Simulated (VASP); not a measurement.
**Y: relaxation of cell and atoms with PBEsol**

Crystal: Y.

```xyz
1
Lattice="0.0000 2.5031 2.5031 2.5031 0.0000 2.5031 2.5031 2.5031 0.0000" Properties=species:S:1:pos:R:3 pbc="T T T"
Y     0.0000    0.0000    0.0000
```

This isn't the form of Y at room conditions, which is hcp.

```yaml
Program: VASP 6.6.1
Task: relaxation of cell and atoms
Functional: PBEsol
Potentials_or_basis: VASP PAW PBE potentials, release 64 (Y_sv)
Cutoff: 600 eV
k_mesh: 14 × 14 × 14
Occupations: fermi-dirac, width 0.05 eV
Spin: no spin polarisation
Dipole_correction: no
Further_INCAR_settings: ALGO = Normal; EDIFF = 1e-07; IBRION = 2; EDIFFG = -0.005; NSW = 60; ISIF = 3
```

| Property | Result |
| --- | --- |
| Relaxed volume | 30.74 Å³/atom |
| Relaxed cell | a = 3.516 Å, b = 3.516 Å, c = 3.516 Å, α = 60.00°, β = 60.00°, γ = 60.00° |
| Space group after relaxing (to 0.1 Å) | Fm-3m (No. 225) |
| Energy gained by relaxing | 1.6 meV/atom |
| Ionic steps | 3 |
| Pressure after relaxing | 0.0 GPa |
| Band gap on the k mesh | zero (an odd number of electrons rules out a gap without spin polarisation) |

The path:
```tsv
step	energy change (eV)	largest force (eV/Å)	pressure (GPa)	volume (Å³)
1	0.0000	0.0000	-0.81	31.37
2	-0.0016	0.0000	0.12	30.65
3	-0.0016	0.0000	0.00	30.74
```

Final structure:
```xyz
1
Lattice="0.0000 2.4862 2.4862 2.4862 0.0000 2.4862 2.4862 2.4862 0.0000" Properties=species:S:1:pos:R:3 pbc="T T T"
Y     0.0000    0.0000    0.0000
```

Levels at points of the mesh, in eV from the Fermi level:
| k point | band 1 | band 2 | band 3 | band 4 | band 5 | band 6 | band 7 | band 8 | band 9 |
| --- | --- | --- | --- | --- | --- | --- | --- | --- | --- |
| (0.00, 0.00, 0.00) | -42.46 | -22.13 | -22.13 | -22.13 | -4.87 | 1.83 | 1.83 | 1.83 | 3.98 |
| (0.50, 0.00, 0.00) | -42.38 | -22.82 | -22.22 | -22.22 | -2.07 | 0.80 | 1.64 | 1.64 | 5.56 |
| (0.50, 0.50, 0.00) | -42.35 | -22.78 | -22.38 | -22.38 | -1.90 | -1.00 | 2.34 | 5.58 | 6.02 |

It took 72 s on 1 thread of AMD EPYC 7R13 Processor (Zen 3), with other jobs on the host, peak memory 0.18 GiB.

Caveat: the PAW data sets were made with another functional, which shifts forces and pressure a little.
